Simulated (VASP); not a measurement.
Runs of VASP 6.6.1 on Ta. The structure is cubic, space group Im-3m (No. 229). Conventional cell: a = 3.319 Å, b = 3.319 Å, c = 3.319 Å, α = 90.00°, β = 90.00°, γ = 90.00°. Within 3.8 Å of Ta (site symmetry m-3m) lie 14 Ta at 2.87 to 3.32 Å. 

```csv
level,k mesh,smearing,gap on the mesh (eV),pressure (GPa)
PBE,18 × 18 × 18,gaussian 0.1 eV,none,0.1
PBE,20 × 20 × 20,gaussian 0.15 eV,none,0.2
PBE,18 × 18 × 18,gaussian 0.15 eV,none,0.1
PBE+D3(BJ),18 × 18 × 18,gaussian 0.1 eV,none,(a)
```

Alike in all rows: task single point; potentials or basis VASP PAW PBE potentials, release 64 (Ta_pv); no spin polarisation; cell as given; cutoff (eV) 520.

Question: Estimate the missing entries.

Answer: (a) -5.9.

Caveats: spin-orbit coupling is left out, which moves the levels of the heavy elements; pairwise dispersion overbinds metals, which lowers pressure and volume (some runs).

A k mesh can miss the band edges, and the runs leave out spin-orbit coupling on Ta.

A gap of «none» marks levels without a gap at the run's occupations.
